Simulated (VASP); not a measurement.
# Fe (Fm-3m) in VASP: a series of runs

Runs on Fe. Level: LDA. Tasks: single point.

All numbers are computed with VASP 6.6.1; they aren't measurements. Logs are shortened: lines on timing, memory, paths and dates and some standing lists are left out, and cuts for length are marked.

### Step 1. The cell of the first run

It takes space group Fm-3m (No. 225, cubic). The conventional cell has a = 3.373 Å, b = 3.373 Å, c = 3.373 Å, α = 90.00°, β = 90.00°, γ = 90.00°. Within 3.2 Å of Fe (site symmetry m-3m) lie 12 Fe at 2.39 Å.

### Step 2. Single point, LDA, collinear spin, ferromagnetic start

File INCAR:

```
SYSTEM = Fe
  PREC = Accurate
  ENCUT = 520
  EDIFF = 1E-6
  ISMEAR = -1
  SIGMA = 0.05
  LREAL = .FALSE.
  LASPH = .TRUE.
  NELM = 150
  ALGO = Normal
  ISIF = 2
  LWAVE = .FALSE.
  LCHARG = .FALSE.
  ISPIN = 2
  MAGMOM = 2.5
  LORBIT = 11
  LMAXMIX = 4
  NBANDS = 14
```

File KPOINTS:

```
Automatic mesh
0
G
  15 15 15
  0 0 0
```

File POSCAR:

```
Fe
1.0
    0.0000000000      1.6867395890      1.6867395890
    1.6867395890      0.0000000000      1.6867395890
    1.6867395890      1.6867395890      0.0000000000
Fe
1
Direct
    0.0000000000      0.0000000000      0.0000000000
```

Potentials or basis: VASP PAW LDA potentials, release 64 (Fe).

On the command line:

```console
> cat potpaw_LDA.64/Fe/POTCAR > POTCAR
> mpirun -np 1 vasp_std > vasp.out
```

OUTCAR:

```text
SYSTEM = Fe
   PREC = Accurate
   ENCUT = 520
   EDIFF = 1E-6
   ISMEAR = -1
   LREAL = .FALSE.
   LASPH = .TRUE.
   NELM = 150
   ISIF = 2
   ISPIN = 2
   LORBIT = 11

 ion  position               nearest neighbor table
   1  0.000  0.000  0.000-

  LATTYP: Found a face centered cubic cell.
 ALAT       =     3.3734791780

  Lattice vectors:

 A1 = (   0.0000000000,   1.6867395890,   1.6867395890)
 A2 = (   1.6867395890,   0.0000000000,   1.6867395890)
 A3 = (   1.6867395890,   1.6867395890,   0.0000000000)

Analysis of symmetry for initial positions (statically):
=====================================================================
 Subroutine PRICEL returns:
 Original cell was already a primitive cell.

 Routine SETGRP: Setting up the symmetry group for a
 face centered cubic supercell.

 Subroutine GETGRP returns: Found 48 space group operations
 (whereof 48 operations were pure point group operations)
 out of a pool of 48 trial point group operations.

The static configuration has the point symmetry O_h .

Analysis of symmetry for dynamics (positions and initial velocities):
=====================================================================
 Subroutine PRICEL returns:
 Original cell was already a primitive cell.

 Routine SETGRP: Setting up the symmetry group for a
 face centered cubic supercell.

 Subroutine GETGRP returns: Found 48 space group operations
 (whereof 48 operations were pure point group operations)
 out of a pool of 48 trial point group operations.

The dynamic configuration has the point symmetry O_h .

Analysis of structural, dynamic, and magnetic symmetry:
=====================================================================
 Subroutine PRICEL returns:
 Original cell was already a primitive cell.

 Routine SETGRP: Setting up the symmetry group for a
 face centered cubic supercell.

 Subroutine GETGRP returns: Found 48 space group operations
 (whereof 48 operations were pure point group operations)
 out of a pool of 48 trial point group operations.

The overall configuration has the point symmetry O_h .

 Subroutine INISYM returns: Found 48 space group operations
 (whereof 48 operations are pure point group operations),
 and found     1 'primitive' translations

----------------------------------------------------------------------------------------

                                     Primitive cell

  volume of cell :       9.5979

  direct lattice vectors                    reciprocal lattice vectors
     0.000000000  1.686739589  1.686739589    -0.296429872  0.296429872  0.296429872
     1.686739589  0.000000000  1.686739589     0.296429872 -0.296429872  0.296429872
     1.686739589  1.686739589  0.000000000     0.296429872  0.296429872 -0.296429872

  length of vectors
     2.385410003  2.385410003  2.385410003     0.513431599  0.513431599  0.513431599

  position of ions in fractional coordinates (direct lattice)
     0.000000000  0.000000000  0.000000000

  ion indices of the primitive-cell ions
   primitive index   ion index
                 1           1

----------------------------------------------------------------------------------------

 KPOINTS: Automatic mesh

Automatic generation of k-mesh.
 Grid dimensions read from file:
 generate k-points for:   15   15   15

 Generating k-lattice:

  Cartesian coordinates                     Fractional coordinates (reciprocal lattice)
    -0.019761991  0.019761991  0.019761991     0.066666667  0.000000000  0.000000000
     0.019761991 -0.019761991  0.019761991     0.000000000  0.066666667  0.000000000
     0.019761991  0.019761991 -0.019761991     0.000000000  0.000000000  0.066666667

  Length of vectors
     0.034228773  0.034228773  0.034228773

  Shift w.r.t. Gamma in fractional coordinates (k-lattice)
     0.000000000  0.000000000  0.000000000

 Subroutine IBZKPT returns following result:
 ===========================================

 Found    120 irreducible k-points:

 Following reciprocal coordinates:
            Coordinates               Weight
  0.000000  0.000000  0.000000      1.000000
  0.066667  0.000000  0.000000      8.000000
  0.133333  0.000000  0.000000      8.000000
  0.200000  0.000000  0.000000      8.000000
  0.266667  0.000000  0.000000      8.000000
  0.333333  0.000000  0.000000      8.000000
[... 16 lines left out ...]
  0.133333  0.133333  0.000000      6.000000
  0.200000  0.133333  0.000000     24.000000
 [... further k-points ...]
   k-points           NKPTS =    120   k-points in BZ     NKDIM =    120   number of bands    NBANDS=     14
   number of dos      NEDOS =    301   number of ions     NIONS =      1
   total plane-waves  NPLWV =   5832
   dimension x,y,z NGX =    18 NGY =   18 NGZ =   18
   dimension x,y,z NGXF=    36 NGYF=   36 NGZF=   36
   ions per type =               1
   NGX,Y,Z   is equivalent  to a cutoff of  12.54, 12.54, 12.54 a.u.
   NGXF,Y,Z  is equivalent  to a cutoff of  25.09, 25.09, 25.09 a.u.
 SYSTEM =  Fe
[... 79 lines left out ...]
     10      37.2194      0.00000
     11      41.1174      0.00000
     12      41.1174      0.00000
     13      41.1174      0.00000
     14      42.6758      0.00000

 k-point     2 :       0.0667    0.0000    0.0000
  band No.  band energies     occupation
      1      -1.5347      1.00000
      2       5.5256      1.00000
      3       5.6640      1.00000
      4       5.6640      1.00000
      5       7.3019      0.84109
      6       7.3019      0.84109
      7      31.1786      0.00000
      8      35.1956      0.00000
      9      37.0480      0.00000
     10      37.0480      0.00000
     11      41.4361      0.00000
     12      41.4361      0.00000
     13      41.4795      0.00000
     14      44.6839      0.00000
[... 343 lines left out ...]
      1      -0.7051      1.00000
      2       5.0749      1.00000
      3       6.0073      1.00000
      4       6.0073      1.00000
      5       6.8484      0.99998
      6       7.5144      0.07017
      7      30.9214      0.00000
      8      33.4510      0.00000
      9      33.8108      0.00000
     10      33.8108      0.00000
     11      43.9137      0.00000
     12      44.0704      0.00000
     13      44.0704      0.00000
     14      44.2999      0.00000

 k-point    24 :       0.2000    0.1333    0.0000
  band No.  band energies     occupation
      1      -0.0564      1.00000
      2       4.8213      1.00000
      3       6.1358      1.00000
      4       6.2025      1.00000
      5       6.7595      1.00000
      6       7.6142      0.01014
      7      29.4804      0.00000
      8      31.6025      0.00000
      9      32.7434      0.00000
     10      34.4487      0.00000
     11      42.5101      0.00000
     12      43.6841      0.00000
     13      44.9418      0.00000
     14      45.9049      0.00000

 [... further k-points ...]

 spin component 2

 k-point     1 :       0.0000    0.0000    0.0000
  band No.  band energies     occupation
      1      -1.7344      1.00000
      2       5.6026      1.00000
      3       5.6026      1.00000
      4       5.6026      1.00000
      5       7.3308      0.74785
      6       7.3308      0.74785
      7      31.3453      0.00000
      8      37.2195      0.00000
      9      37.2195      0.00000
     10      37.2195      0.00000
     11      41.1171      0.00000
     12      41.1171      0.00000
     13      41.1171      0.00000
     14      42.6757      0.00000

 k-point     2 :       0.0667    0.0000    0.0000
  band No.  band energies     occupation
      1      -1.5347      1.00000
      2       5.5248      1.00000
      3       5.6632      1.00000
      4       5.6632      1.00000
      5       7.3011      0.84319
      6       7.3011      0.84319
      7      31.1782      0.00000
      8      35.1956      0.00000
      9      37.0480      0.00000
     10      37.0480      0.00000
     11      41.4358      0.00000
     12      41.4358      0.00000
     13      41.4792      0.00000
     14      44.6839      0.00000
[... 343 lines left out ...]
      1      -0.7052      1.00000
      2       5.0741      1.00000
      3       6.0065      1.00000
      4       6.0065      1.00000
      5       6.8476      0.99998
      6       7.5136      0.07122
      7      30.9211      0.00000
      8      33.4509      0.00000
      9      33.8107      0.00000
     10      33.8107      0.00000
     11      43.9134      0.00000
     12      44.0703      0.00000
     13      44.0703      0.00000
     14      44.2998      0.00000

 k-point    24 :       0.2000    0.1333    0.0000
  band No.  band energies     occupation
      1      -0.0565      1.00000
      2       4.8205      1.00000
      3       6.1349      1.00000
      4       6.2017      1.00000
      5       6.7587      1.00000
      6       7.6134      0.01030
      7      29.4801      0.00000
      8      31.6023      0.00000
      9      32.7433      0.00000
     10      34.4486      0.00000
     11      42.5100      0.00000
     12      43.6839      0.00000
     13      44.9417      0.00000
     14      45.9047      0.00000

 [... further k-points ...]
[... 5 lines left out ...]
  --------------------------------------------------------------------------------------
  -------------------------------------------------------------------------------------
  Total       -0.0172446     -0.0172446     -0.0172446      0.0000000     -0.0000000      0.0000000
  in kB       -2.8786516     -2.8786516     -2.8786516      0.0000000     -0.0000000      0.0000000
  external PRESSURE =      -2.8786516 kB  Pullay stress =       0.0000000 kB

 VOLUME and BASIS-vectors are now :
 -----------------------------------------------------------------------------
  energy-cutoff  :      520.00
  volume of cell :        9.60
      direct lattice vectors                 reciprocal lattice vectors
     0.000000000  1.686739589  1.686739589    -0.296429872  0.296429872  0.296429872
     1.686739589  0.000000000  1.686739589     0.296429872 -0.296429872  0.296429872
     1.686739589  1.686739589  0.000000000     0.296429872  0.296429872 -0.296429872

 POSITION                                       TOTAL-FORCE (eV/Angst)
 -----------------------------------------------------------------------------------
      0.00000      0.00000      0.00000         0.000000      0.000000     -0.000000
 -----------------------------------------------------------------------------------
    total drift:                                0.000000     -0.000000     -0.000000

  FREE ENERGIE OF THE ION-ELECTRON SYSTEM (eV)
  ---------------------------------------------------
  free  energy   TOTEN  =        -9.3342960218 eV

  energy  without entropy=       -9.3230036873  energy(sigma->0) =       -9.32864985

 total charge

# of ion       s       p       d       tot
------------------------------------------
    1        0.570   0.693   6.413   7.676

 magnetization (x)

# of ion       s       p       d       tot
------------------------------------------
    1        0.000   0.000  -0.001  -0.001
```

It took 19 s on 1 thread of Intel Xeon 6975P-C (Granite Rapids), shared host; peak memory 0.13 GiB.

Results:

- Free energy: -9.3343 eV
- Pressure: -0.3 GPa
- Band gap on the k mesh: zero (filled and empty bands overlap)
- Net moment: 0.00 μB per cell
- Valence electrons inside the program's atomic spheres: Fe 7.68

Caveat: the starting moments collapsed, and a magnetic state may lie lower.

### Step 3. Single point, LDA, collinear spin, ferromagnetic start (volume scaled by 0.88)

File INCAR:

```
SYSTEM = Fe
PREC = Accurate
ENCUT = 520
EDIFF = 1E-6
ISMEAR = -1
SIGMA = 0.05
LREAL = .False.
LASPH = .True.
NELM = 150
ALGO = Normal
ISIF = 2
LWAVE = .False.
LCHARG = .False.
ISPIN = 2
MAGMOM = 2.5
LORBIT = 11
LMAXMIX = 4
GGA = CA
NBANDS = 14
```

File KPOINTS:

```
Automatic mesh
0
Gamma
  18 18 18
  0 0 0
```

File POSCAR:

```
Fe
1.0
    0.0000000000      1.6163755121      1.6163755121
    1.6163755121      0.0000000000      1.6163755121
    1.6163755121      1.6163755121      0.0000000000
Fe
1
Direct
    0.0000000000      0.0000000000      0.0000000000
```

Potentials or basis: VASP PAW LDA potentials, release 64 (Fe).

On the command line:

```console
> cat potpaw_LDA.64/Fe/POTCAR > POTCAR
> mpirun -np 1 vasp_std > vasp.out
```

It took 23 s on 1 thread of Intel Xeon 6975P-C (Granite Rapids), shared host; peak memory 0.14 GiB.

It converged, with:

```yaml
Free_energy: -9.1449 eV
Pressure: 58.6 GPa
Band_gap_on_the_k_mesh: zero (filled and empty bands overlap)
Net_moment: 0.00 μB per cell
```

Levels at points of the mesh, in eV from the Fermi level:
Spin up:
| k point | band 1 | band 2 | band 3 | band 4 | band 5 | band 6 | band 7 | band 8 | band 9 |
| --- | --- | --- | --- | --- | --- | --- | --- | --- | --- |
| (0.00, 0.00, 0.00) | -9.85 | -2.16 | -2.16 | -2.16 | -0.07 | -0.07 | 24.99 | 31.86 | 31.86 |
| (0.50, 0.00, 0.00) | -6.05 | -2.29 | -2.29 | 0.38 | 1.36 | 1.36 | 10.54 | 23.48 | 30.74 |
| (0.50, 0.50, 0.00) | -6.42 | -5.53 | 1.33 | 1.73 | 1.73 | 4.00 | 14.18 | 18.52 | 18.52 |
Spin down:
```tsv
k point	band 2	band 3	band 4	band 5	band 6	band 7
(0.00, 0.00, 0.00)	-2.16	-2.16	-2.16	-0.06	-0.06	24.99
(0.50, 0.00, 0.00)	-2.29	-2.29	0.38	1.36	1.36	10.54
(0.50, 0.50, 0.00)	-5.53	1.33	1.73	1.73	4.00	14.18
```

Caveat: the starting moments collapsed, and a magnetic state may lie lower.

### Step 4. Single point, LDA, collinear spin, ferromagnetic start (volume scaled by 0.92)

File INCAR:

```
PREC     = Accurate       # precision mode
ENCUT    = 520            # plane-wave cutoff, eV
EDIFF    = 1E-6           # SCF threshold, eV
ISMEAR   = -1             # smearing method
SIGMA    = 0.05           # smearing width, eV
LREAL    = False          # projectors in reciprocal space
LASPH    = True           # aspherical terms in the spheres
NELM     = 150            # most SCF steps
ALGO     = Normal         # electronic algorithm
ISIF     = 2              # what is computed and relaxed
LWAVE    = False          # write WAVECAR
LCHARG   = False          # write CHGCAR
ISPIN    = 2              # spin polarisation
MAGMOM   = 2.5            # initial moments
LORBIT   = 11             # projections on sites
LMAXMIX  = 4              # l up to which the mixer works
GGA      = CA             # functional
NBANDS   = 14             # bands
```

File KPOINTS:

```
Automatic mesh
0
Gamma
  18 18 18
```

File POSCAR:

```
Fe
1.0
    0.0000000000      1.6405040770      1.6405040770
    1.6405040770      0.0000000000      1.6405040770
    1.6405040770      1.6405040770      0.0000000000
Fe
1
Direct
    0.0000000000      0.0000000000      0.0000000000
```

On the command line:

```console
> cat potpaw_LDA.64/Fe/POTCAR > POTCAR
> mpirun -np 1 vasp_std > vasp.out
```

It took 23 s on 1 thread of Intel Xeon 6975P-C (Granite Rapids), shared host; peak memory 0.14 GiB.

Results (log left out):

```
Free energy                                           : -9.2553 eV
Pressure                                              : 34.1 GPa
Band gap on the k mesh                                : zero (filled and empty bands overlap)
Net moment                                            : 0.00 μB per cell
Valence electrons inside the program's atomic spheres : Fe 7.93
```

Levels at points of the mesh, in eV from the Fermi level:
Spin up:
```csv
k point,band 1,band 2,band 3,band 4,band 5,band 6,band 7,band 8,band 9
"(0.00, 0.00, 0.00)",-9.60,-2.02,-2.02,-2.02,-0.06,-0.06,24.63,31.15,31.15
"(0.50, 0.00, 0.00)",-5.75,-2.14,-2.14,0.34,1.27,1.27,9.99,23.14,29.83
"(0.50, 0.50, 0.00)",-6.04,-5.19,1.24,1.62,1.62,3.81,13.60,17.96,17.96
```
Spin down:
```tsv
k point	band 2	band 3	band 4	band 5	band 6	band 7
(0.00, 0.00, 0.00)	-2.02	-2.02	-2.02	-0.06	-0.06	24.63
(0.50, 0.00, 0.00)	-2.14	-2.14	0.34	1.27	1.27	9.99
(0.50, 0.50, 0.00)	-5.19	1.24	1.62	1.62	3.81	13.60
```

Caveat: the starting moments collapsed, and a magnetic state may lie lower.

### Step 5. Single point, LDA, collinear spin, ferromagnetic start (volume scaled by 0.96)

File INCAR:

```
SYSTEM = Fe
  PREC = Accurate
  ENCUT = 520
  EDIFF = 1E-7
  ISMEAR = -1
  SIGMA = 0.05
  LREAL = .False.
  LASPH = .True.
  NELM = 150
  ALGO = Normal
  ISIF = 2
  LWAVE = .False.
  LCHARG = .False.
  ISPIN = 2
  MAGMOM = 2.5
  LORBIT = 11
  LMAXMIX = 4
  GGA = CA
  NBANDS = 14
```

File KPOINTS:

```
Automatic mesh
0
Gamma
  18 18 18
  0 0 0
```

File POSCAR:

```
Fe
1.0
    0.0000000000      1.6639430163      1.6639430163
    1.6639430163      0.0000000000      1.6639430163
    1.6639430163      1.6639430163      0.0000000000
Fe
1
Direct
    0.0000000000      0.0000000000      0.0000000000
```

On the command line:

```console
> cat potpaw_LDA.64/Fe/POTCAR > POTCAR
> mpirun -np 1 vasp_std > vasp.out
```

Wall time 32 s (1 thread of Intel Xeon 6975P-C (Granite Rapids), shared host); peak memory 0.15 GiB.

Results (log left out):

```yaml
Free_energy: -9.3140 eV
Pressure: 15.2 GPa
Band_gap_on_the_k_mesh: zero (filled and empty bands overlap)
Net_moment: 0.00 μB per cell
Valence_electrons_inside_the_program's_atomic_spheres: Fe 7.79
```

Levels at points of the mesh, in eV from the Fermi level:
Spin up:
| k point | band 2 | band 3 | band 4 | band 5 | band 6 | band 7 |
| --- | --- | --- | --- | --- | --- | --- |
| (0.00, 0.00, 0.00) | -1.90 | -1.90 | -1.90 | -0.06 | -0.06 | 24.29 |
| (0.50, 0.00, 0.00) | -2.01 | -2.01 | 0.31 | 1.19 | 1.19 | 9.49 |
| (0.50, 0.50, 0.00) | -4.88 | 1.16 | 1.52 | 1.52 | 3.65 | 13.06 |
Spin down:
| k point | band 1 | band 2 | band 3 | band 4 | band 5 | band 6 | band 7 | band 8 |
| --- | --- | --- | --- | --- | --- | --- | --- | --- |
| (0.00, 0.00, 0.00) | -9.36 | -1.90 | -1.90 | -1.90 | -0.06 | -0.06 | 24.29 | 30.47 |
| (0.50, 0.00, 0.00) | -5.47 | -2.01 | -2.01 | 0.31 | 1.19 | 1.19 | 9.49 | 22.82 |
| (0.50, 0.50, 0.00) | -5.69 | -4.88 | 1.16 | 1.52 | 1.52 | 3.65 | 13.06 | 17.44 |

Caveat: the starting moments collapsed, and a magnetic state may lie lower.

### Step 6. Single point, LDA, collinear spin, ferromagnetic start

File INCAR:

```
PREC = Accurate
ENCUT = 520
EDIFF = 1E-6
ISMEAR = -1
SIGMA = 0.05
LREAL = F
LASPH = T
NELM = 150
ALGO = Normal
ISIF = 2
LWAVE = F
LCHARG = F
ISPIN = 2
MAGMOM = 2.5
LORBIT = 11
LMAXMIX = 4
NBANDS = 14
```

File KPOINTS:

```
Automatic mesh
0
Gamma
  18 18 18
```

File POSCAR:

```
Fe
1.0
    0.0000000000      1.6867395890      1.6867395890
    1.6867395890      0.0000000000      1.6867395890
    1.6867395890      1.6867395890      0.0000000000
Fe
1
Direct
    0.0000000000      0.0000000000      0.0000000000
```

Potentials or basis: VASP PAW LDA potentials, release 64 (Fe).

On the command line:

```console
> cat potpaw_LDA.64/Fe/POTCAR > POTCAR
> mpirun -np 1 vasp_std > vasp.out
```

Run time: 29 s. Hardware: 1 thread of Intel Xeon 6975P-C (Granite Rapids), shared host; peak memory 0.14 GiB.

It converged, with:

| Property | Result |
| --- | --- |
| Free energy | -9.3312 eV |
| Pressure | -0.3 GPa |
| Band gap on the k mesh | zero (filled and empty bands overlap) |
| Net moment | 0.01 μB per cell |
| Valence electrons inside the program's atomic spheres | Fe 7.68 |

Levels at points of the mesh, in eV from the Fermi level:
Spin up:
| k point | band 2 | band 3 | band 4 | band 5 | band 6 | band 7 |
| --- | --- | --- | --- | --- | --- | --- |
| (0.00, 0.00, 0.00) | -1.79 | -1.79 | -1.79 | -0.06 | -0.06 | 23.95 |
| (0.50, 0.00, 0.00) | -1.89 | -1.89 | 0.30 | 1.12 | 1.12 | 9.04 |
| (0.50, 0.50, 0.00) | -4.61 | 1.09 | 1.42 | 1.42 | 3.51 | 12.56 |
Spin down:
```tsv
k point	band 1	band 2	band 3	band 4	band 5	band 6	band 7	band 8
(0.00, 0.00, 0.00)	-9.12	-1.79	-1.79	-1.79	-0.05	-0.05	23.95	29.83
(0.50, 0.00, 0.00)	-5.21	-1.89	-1.89	0.30	1.12	1.12	9.04	22.51
(0.50, 0.50, 0.00)	-5.38	-4.60	1.10	1.43	1.43	3.51	12.57	16.96
```

Caveat: the starting moments collapsed, and a magnetic state may lie lower.
